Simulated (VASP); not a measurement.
# Ge (Cmmm) in VASP: further runs

Aim: see how the results for Ge move with the level of theory and the settings. Levels: revPBE+D4, PBE+D3(BJ). Tasks: single point.

Everything below comes from runs of VASP 6.6.1. Logs are shortened: lines on timing, memory, paths and dates and some standing lists are left out, and cuts for length are marked.

## (1) The cell of the first run

The structure is orthorhombic, space group Cmmm (No. 65). Conventional cell: a = 2.811 Å, b = 4.883 Å, c = 2.669 Å, α = 90.00°, β = 90.00°, γ = 90.00°. Within 3.5 Å of Ge (site symmetry mmm) lie 8 Ge at 2.67 to 2.82 Å.

## (2) Single point, revPBE+D4

The input, INCAR:

```
PREC = Accurate
ENCUT = 520
EDIFF = 1E-7
ISMEAR = -1
SIGMA = 0.05
LREAL = F
LASPH = T
NELM = 100
ALGO = Normal
ISIF = 2
LWAVE = F
LCHARG = F
GGA = RE
IVDW = 13
NBANDS = 13
```

The input, KPOINTS:

```
regular mesh
0
Gamma
  11 11 10
```

The input, POSCAR:

```
Ge
1.0
    1.4057082507     -2.4417391600      0.0000000000
    1.4057082507      2.4417391600      0.0000000000
    0.0000000000      0.0000000000      2.6687890367
Ge
1
Direct
    0.5000000000      0.5000000000      0.0000000000
```

Potentials or basis: VASP PAW PBE potentials, release 64 (Ge_d).

The run is started by

```console
cat potpaw_PBE.64/Ge_d/POTCAR > POTCAR
mpirun -np 1 vasp_std > vasp.out
```

OUTCAR:

```text
PREC = Accurate
   ENCUT = 520
   EDIFF = 1E-7
   ISMEAR = -1
   LREAL = F
   LASPH = T
   NELM = 100
   ISIF = 2
   GGA = RE
   IVDW = 13

 ion  position               nearest neighbor table
   1  0.500  0.500  0.000-

  LATTYP: Found a base centered orthorhombic cell.
 ALAT       =     2.8114165014
 B/A-ratio  =     1.7370170224
 C/A-ratio  =     0.9492684685

  Lattice vectors:

 A1 = (   1.4057082507,  -2.4417391600,   0.0000000000)
 A2 = (   1.4057082507,   2.4417391600,   0.0000000000)
 A3 = (   0.0000000000,   0.0000000000,   2.6687890367)

Analysis of symmetry for initial positions (statically):
=====================================================================
 Subroutine PRICEL returns:
 Original cell was already a primitive cell.

 Routine SETGRP: Setting up the symmetry group for a
 base centered orthorhombic supercell.

 Subroutine GETGRP returns: Found  8 space group operations
 (whereof  8 operations were pure point group operations)
 out of a pool of  8 trial point group operations.

The static configuration has the point symmetry D_2h.

Analysis of symmetry for dynamics (positions and initial velocities):
=====================================================================
 Subroutine PRICEL returns:
 Original cell was already a primitive cell.

 Routine SETGRP: Setting up the symmetry group for a
 base centered orthorhombic supercell.

 Subroutine GETGRP returns: Found  8 space group operations
 (whereof  8 operations were pure point group operations)
 out of a pool of  8 trial point group operations.

The dynamic configuration has the point symmetry D_2h.

 Subroutine INISYM returns: Found  8 space group operations
 (whereof  8 operations are pure point group operations),
 and found     1 'primitive' translations

----------------------------------------------------------------------------------------

                                     Primitive cell

  volume of cell :      18.3206

  direct lattice vectors                    reciprocal lattice vectors
     1.405708251 -2.441739160  0.000000000     0.355692584 -0.204772077  0.000000000
     1.405708251  2.441739160  0.000000000     0.355692584  0.204772077  0.000000000
     0.000000000  0.000000000  2.668789037     0.000000000  0.000000000  0.374701779

  length of vectors
     2.817464430  2.817464430  2.668789037     0.410425167  0.410425167  0.374701779

  position of ions in fractional coordinates (direct lattice)
     0.500000000  0.500000000  0.000000000

  ion indices of the primitive-cell ions
   primitive index   ion index
                 1           1

----------------------------------------------------------------------------------------

 KPOINTS: regular mesh

Automatic generation of k-mesh.
 Grid dimensions read from file:
 generate k-points for:   11   11   10

 Generating k-lattice:

  Cartesian coordinates                     Fractional coordinates (reciprocal lattice)
     0.032335689 -0.018615643  0.000000000     0.090909091 -0.000000000  0.000000000
     0.032335689  0.018615643  0.000000000    -0.000000000  0.090909091  0.000000000
     0.000000000  0.000000000  0.037470178     0.000000000  0.000000000  0.100000000

  Length of vectors
     0.037311379  0.037311379  0.037470178

  Shift w.r.t. Gamma in fractional coordinates (k-lattice)
     0.000000000  0.000000000  0.000000000

 Subroutine IBZKPT returns following result:
 ===========================================

 Found    216 irreducible k-points:

 Following reciprocal coordinates:
            Coordinates               Weight
  0.000000  0.000000  0.000000      1.000000
  0.090909 -0.000000  0.000000      4.000000
  0.181818 -0.000000  0.000000      4.000000
  0.272727  0.000000  0.000000      4.000000
  0.363636 -0.000000  0.000000      4.000000
  0.454545 -0.000000  0.000000      4.000000
[... 16 lines left out ...]
 -0.272727  0.181818  0.000000      4.000000
 -0.181818  0.181818  0.000000      2.000000
 [... further k-points ...]
   k-points           NKPTS =    216   k-points in BZ     NKDIM =    216   number of bands    NBANDS=     13
   number of dos      NEDOS =    301   number of ions     NIONS =      1
   total plane-waves  NPLWV =  11520
   dimension x,y,z NGX =    24 NGY =   24 NGZ =   20
   dimension x,y,z NGXF=    48 NGYF=   48 NGZF=   40
   ions per type =               1
   NGX,Y,Z   is equivalent  to a cutoff of  14.16, 14.16, 12.46 a.u.
   NGXF,Y,Z  is equivalent  to a cutoff of  28.32, 28.32, 24.92 a.u.
 SYSTEM =  unknown system
   PREC   = accura    normal or accurate (medium, high low for compatibility)
   ISTART =      0    job   : 0-new  1-cont  2-samecut
   ICHARG =      2    charge: 1-file 2-atom 10-const
   ISPIN  =      1    spin polarized calculation?
   LNONCOLLINEAR =      F non collinear calculations
   LSORBIT =      F    spin-orbit coupling
   LASPH  =      T    aspherical Exc in radial PAW
   ENCUT  =  520.0 eV  38.22 Ry    6.18 a.u.   5.24  5.24  4.96*2*pi/ulx,y,z
   NELM   =    100;   NELMIN=  2; NELMDL= -5     # of ELM steps
   EDIFF  = 0.1E-06   stopping-criterion for ELM
   LREAL  =      F    real-space projection
   EDIFFG = 0.1E-05   stopping-criterion for IOM
   NSW    =      0    number of steps for IOM
   IBRION =     -1    ionic relax: 0-MD 1-quasi-New 2-CG
   NFREE  =      0    steps in history (QN), initial steepest desc. (CG)
   ISIF   =      2    stress and relaxation
   ISYM   =      2    0-nonsym 1-usesym 2-fastsym
   POTIM  = 0.5000    time-step for ionic-motion
   TEBEG  =    0.0;   TEEND  =   0.0 temperature during run
   PSTRESS=    0.0 pullay stress
   NELECT =      14.0000    total number of electrons
   NUPDOWN=      -1.0000    fix difference up-down
   EMIN   =  10.00;   EMAX   =-10.00  energy-range for DOS
   EFERMI =   0.00;   METHOD = LEGACY
   ISMEAR =    -1;   SIGMA  =   0.05  broadening in eV -4-tet -1-fermi 0-gaus
   EFERMI_NEDOS =   21; number of points for ismear=-14 and -15
   IALGO  =     38    algorithm
   IMIX   =      4    mixing-type and parameters
     AMIX     =   0.40;   BMIX     =  1.00
     AMIX_MAG =   1.60;   BMIX_MAG =  1.00
  volume/ion in A,a.u.               =      18.32       123.63
  Fermi-wavevector in a.u.,A,eV,Ry     =   1.496711  2.828374 30.479006  2.240144
  Thomas-Fermi vector in A             =   2.608692
   LORBIT       =      0    0 simple, 1 ext, 2 COOP (PROOUT), +10 PAW based schemes
   GGA     = RE    functional components
   LHFCALC =     F    Hartree Fock is set to
   AEXX    =    0.0000 exact exchange contribution
   IVDW    =    13    specifies the selected vdW correction
   LEPSILON=     F    determine dielectric tensor
   LRPA    =     F    only Hartree local field effects (RPA)
 non-spin polarized calculation
  energy-cutoff  :      520.00
  volume of cell :       18.32
 maximum number of plane-waves:       513
 NGX is ok and might be reduce to    24
   NGX = 11   NGY = 11   NGZ =  9

 number of electron      13.9999990 magnetization

 Free energy of the ion-electron system (eV)
  ---------------------------------------------------
  ext. energy  EPLUGINS =         0.00000000
  ---------------------------------------------------
  free energy    TOTEN  =        -3.94347446 eV

  energy without entropy =       -3.93943795  energy(sigma->0) =       -3.94145620

 E-fermi :   7.0895     XC(G=0): -11.3025

 val. band max:        7.0605416773   @ k =   0.4545   0.3636   0.0000
 cond. band min:       7.1022649393   @ k =   0.3636   0.2727   0.4000
 fundamental gap:      0.0417232620
 Fermi energy:         7.0894934244

 k-point     1 :       0.0000    0.0000    0.0000
  band No.  band energies     occupation
      1     -17.7923      2.00000
      2     -17.7143      2.00000
      3     -17.7117      2.00000
      4     -17.5423      2.00000
      5     -17.5415      2.00000
      6      -6.3876      2.00000
      7      13.6429      0.00000
      8      15.8455      0.00000
      9      15.9015      0.00000
     10      17.1563      0.00000
     11      21.5047      0.00000
     12      21.5930      0.00000
     13      22.5711      0.00000

 k-point     2 :       0.0909   -0.0000    0.0000
  band No.  band energies     occupation
      1     -17.7862      2.00000
      2     -17.7146      2.00000
      3     -17.7020      2.00000
      4     -17.5466      2.00000
      5     -17.5432      2.00000
      6      -6.1808      2.00000
      7      13.8414      0.00000
      8      13.8474      0.00000
      9      15.1652      0.00000
     10      17.6119      0.00000
     11      19.7300      0.00000
     12      22.6086      0.00000
     13      23.7330      0.00000

 k-point     3 :       0.1818   -0.0000    0.0000
  band No.  band energies     occupation
      1     -17.7743      2.00000
      2     -17.7165      2.00000
      3     -17.6711      2.00000
      4     -17.5598      2.00000
      5     -17.5463      2.00000
      6      -5.5601      2.00000
      7      10.5257      0.00000
      8      13.8860      0.00000
      9      14.4490      0.00000
     10      17.3975      0.00000
     11      19.0000      0.00000
     12      25.0549      0.00000
     13      26.0648      0.00000

 k-point     4 :       0.2727    0.0000    0.0000
  band No.  band energies     occupation
      1     -17.7724      2.00000
      2     -17.7062      2.00000
      3     -17.6303      2.00000
      4     -17.5770      2.00000
      5     -17.5505      2.00000
      6      -4.5290      2.00000
      7       7.2158      0.14812
      8      12.7251      0.00000
      9      15.4033      0.00000
     10      16.4690      0.00000
     11      19.7284      0.00000
     12      28.1094      0.00000
     13      28.2282      0.00000

 k-point     5 :       0.3636   -0.0000    0.0000
  band No.  band energies     occupation
      1     -17.7806      2.00000
      2     -17.6876      2.00000
      3     -17.5928      2.00000
      4     -17.5924      2.00000
      5     -17.5542      2.00000
      6      -3.1117      2.00000
      7       4.2137      2.00000
      8      11.8942      0.00000
      9      15.7606      0.00000
     10      16.5872      0.00000
     11      20.9934      0.00000
     12      25.8831      0.00000
     13      26.9800      0.00000
[... 257 lines left out ...]
 k-point    22 :      -0.3636    0.1818    0.0000
  band No.  band energies     occupation
      1     -17.7448      2.00000
      2     -17.7207      2.00000
      3     -17.6190      2.00000
      4     -17.5814      2.00000
      5     -17.5560      2.00000
      6      -3.9232      2.00000
      7       7.0190      1.60738
      8       9.0044      0.00000
      9      15.9427      0.00000
     10      19.8607      0.00000
     11      21.4104      0.00000
     12      23.8486      0.00000
     13      28.2467      0.00000

 k-point    23 :      -0.2727    0.1818    0.0000
  band No.  band energies     occupation
      1     -17.7643      2.00000
      2     -17.7190      2.00000
      3     -17.6452      2.00000
      4     -17.5701      2.00000
      5     -17.5494      2.00000
      6      -4.9464      2.00000
      7       8.7977      0.00000
      8      11.6829      0.00000
      9      15.0249      0.00000
     10      18.5362      0.00000
     11      19.7352      0.00000
     12      24.1818      0.00000
     13      29.6760      0.00000

 k-point    24 :      -0.1818    0.1818    0.0000
  band No.  band energies     occupation
      1     -17.7748      2.00000
      2     -17.7177      2.00000
      3     -17.6699      2.00000
      4     -17.5602      2.00000
      5     -17.5456      2.00000
      6      -5.5640      2.00000
      7      10.4718      0.00000
      8      13.9474      0.00000
      9      14.4447      0.00000
     10      17.4231      0.00000
     11      19.0227      0.00000
     12      25.0985      0.00000
     13      26.0752      0.00000

 [... further k-points ...]

------------------------ aborting loop because EDIFF is reached ----------------------------------------

  DFT-D4 for vdW energy calculation

  Edisp (eV):   -0.66038

  FORCE on cell =-STRESS in cart. coord.  units (eV):
  Direction    XX          YY          ZZ          XY          YZ          ZX
  --------------------------------------------------------------------------------------
  -------------------------------------------------------------------------------------
  Total       0.00459     0.00126    -0.00262     0.00000     0.00000     0.00000
  in kB       0.40100     0.10994    -0.22896     0.00000     0.00000     0.00000
  external pressure =        0.09 kB  Pullay stress =        0.00 kB

 VOLUME and BASIS-vectors are now :
 -----------------------------------------------------------------------------
  energy-cutoff  :      520.00
  volume of cell :       18.32
      direct lattice vectors                 reciprocal lattice vectors
     1.405708251 -2.441739160  0.000000000     0.355692584 -0.204772077  0.000000000
     1.405708251  2.441739160  0.000000000     0.355692584  0.204772077  0.000000000
     0.000000000  0.000000000  2.668789037     0.000000000  0.000000000  0.374701779

 POSITION                                       TOTAL-FORCE (eV/Angst)
 -----------------------------------------------------------------------------------
      1.40571      0.00000      0.00000        -0.000000      0.000000      0.000000
 -----------------------------------------------------------------------------------
    total drift:                               -0.000000     -0.000000     -0.000000

  FREE ENERGIE OF THE ION-ELECTRON SYSTEM (eV)
  ---------------------------------------------------
  free  energy   TOTEN  =        -4.6038534286 eV

  energy  without entropy=       -4.5998169178  energy(sigma->0) =       -4.60183517
```

Wall time 14 s (1 thread of Intel Xeon 6975P-C (Granite Rapids), shared host); peak memory 0.15 GiB.

What came out:

```yaml
Free_energy: -4.6039 eV
Pressure: 0.0 GPa
Band_gap_on_the_k_mesh: zero (band 7 reaches 13.84 eV, above the bottom of band 8 at 4.58 eV)
Dispersion_energy_per_atom: -0.660 eV
```

Caveat: the PAW data sets were made with another functional, which shifts forces and pressure a little; pairwise dispersion overbinds metals, which lowers pressure and volume.

## (3) Single point, PBE+D3(BJ)

This run uses another cell than the first one, of 18.56 Å³/atom, 1.013 times its volume.

The input, INCAR:

```
SYSTEM = Ge
PREC     = Accurate       ! precision mode
ENCUT    = 520            ! plane-wave cutoff, eV
EDIFF    = 1E-7           ! SCF threshold, eV
ISMEAR   = -1             ! smearing method
SIGMA    = 0.05           ! smearing width, eV
LREAL    = .FALSE.        ! projectors in reciprocal space
LASPH    = .TRUE.         ! aspherical terms in the spheres
NELM     = 100            ! most SCF steps
ALGO     = Normal         ! electronic algorithm
ISIF     = 2              ! what is computed and relaxed
LWAVE    = .FALSE.        ! write WAVECAR
LCHARG   = .FALSE.        ! write CHGCAR
GGA      = PE             ! functional
IVDW     = 12             ! dispersion correction
NBANDS   = 13             ! bands
```

The input, KPOINTS:

```
Automatic mesh
0
G
  11 11 10
  0 0 0
```

The input, POSCAR:

```
Ge
1.0
    1.4059582099     -2.4634989724      0.0000000000
    1.4059582099      2.4634989724      0.0000000000
    0.0000000000      0.0000000000      2.6798518393
Ge
1
Direct
    0.5000000000      0.5000000000      0.0000000000
```

Potentials or basis: VASP PAW PBE potentials, release 64 (Ge_d).

The run is started by

```console
cat potpaw_PBE.64/Ge_d/POTCAR > POTCAR
mpirun -np 1 vasp_std > vasp.out
```

It took 14 s on 1 thread of Intel Xeon 6975P-C (Granite Rapids), shared host; peak memory 0.17 GiB.

Results (log left out):

```yaml
Free_energy: -4.6245 eV
Pressure: 0.0 GPa
Band_gap_on_the_k_mesh: zero (band 7 reaches 13.54 eV, above the bottom of band 8 at 4.38 eV)
Dispersion_energy_per_atom: -0.359 eV
```

Levels at points of the mesh, in eV from the Fermi level:
```tsv
k point	band 5	band 6	band 7	band 8	band 9	band 10
(0.00, 0.00, 0.00)	-24.57	-13.36	6.48	8.52	8.75	10.08
(0.00, 0.00, 0.50)	-24.61	-9.52	-6.06	11.43	11.66	17.07
```

Caveat: pairwise dispersion overbinds metals, which lowers pressure and volume.
